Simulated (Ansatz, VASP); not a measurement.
**Zr in VASP and in Ansatz**

INCAR

```
PREC     = Accurate       # precision mode
ENCUT    = 520            # plane-wave cutoff, eV
EDIFF    = 1E-6           # SCF threshold, eV
ISMEAR   = 0              # smearing method
SIGMA    = 0.2            # smearing width, eV
LREAL    = False          # projectors in reciprocal space
LASPH    = True           # aspherical terms in the spheres
NELM     = 80             # most SCF steps
ALGO     = Normal         # electronic algorithm
ISIF     = 2              # what is computed and relaxed
LWAVE    = False          # write WAVECAR
LCHARG   = True           # write CHGCAR
GGA      = PE             # functional
LELF     = True           # ELF
LVHAR    = True         
NBANDS   = 19             # bands
```

KPOINTS

```
regular mesh
0
Gamma
  11 11 6
```

Contents of POSCAR:

```
Zr
1.0
    3.2318821451      0.0000000000      0.0000000000
   -1.6159410725      2.7988920397      0.0000000000
    0.0000000000      0.0000000000      5.1741041053
Zr
2
Direct
    0.3333333333      0.6666666667      0.2500000000
    0.6666666667      0.3333333333      0.7500000000
```

Input for Ansatz:

```yaml
crystal:
  lattice:
    - [3.2318821451, 0.0, 0.0]
    - [-1.6159410725, 2.7988920397, 0.0]
    - [0.0, 0.0, 5.1741041053]
  atoms:
    - { symbol: Zr, position: [0.3333333333, 0.6666666667, 0.25] }
    - { symbol: Zr, position: [0.6666666667, 0.3333333333, 0.75] }
hamiltonian:
  xc: pbe
  pseudopotentials:
    kind: paw
    azcp:
      Zr: "pseudopotentials/Zr.paw.azcp"
basis:
  ecutwfc: 420
  fft_grid_basis: typed
kpoints:
  mp_grid: { grid: [11, 11, 6], shift: [0, 0, 0] }
magnetization:
  spin_polarized: false
scf:
  occupations: { method: gaussian, width: 0.2 }
  lower_state_search: "off"
output:
  stress: true
```

Alike in both runs: task single point; functional PBE; k mesh 11 × 11 × 6; occupations gaussian, width 0.2 eV; no spin polarisation.

|  | VASP | Ansatz |
| --- | --- | --- |
| version | VASP 6.6.1 | Ansatz 0.2.0 |
| potentials or method | VASP PAW PBE potentials, release 64 (Zr_sv), cutoff 520 eV | plane waves (420 eV) with PAW, scalar-relativistic |
| valence electrons in the cell | 24 | 24 |

|  | VASP | Ansatz | Ansatz less VASP |
| --- | --- | --- | --- |
| pressure (GPa) | 0.0 | 0.0 | -0.04 |
| traceless stress, the component that is largest in VASP (GPa) | -0.06 | -0.06 | +0.006 |
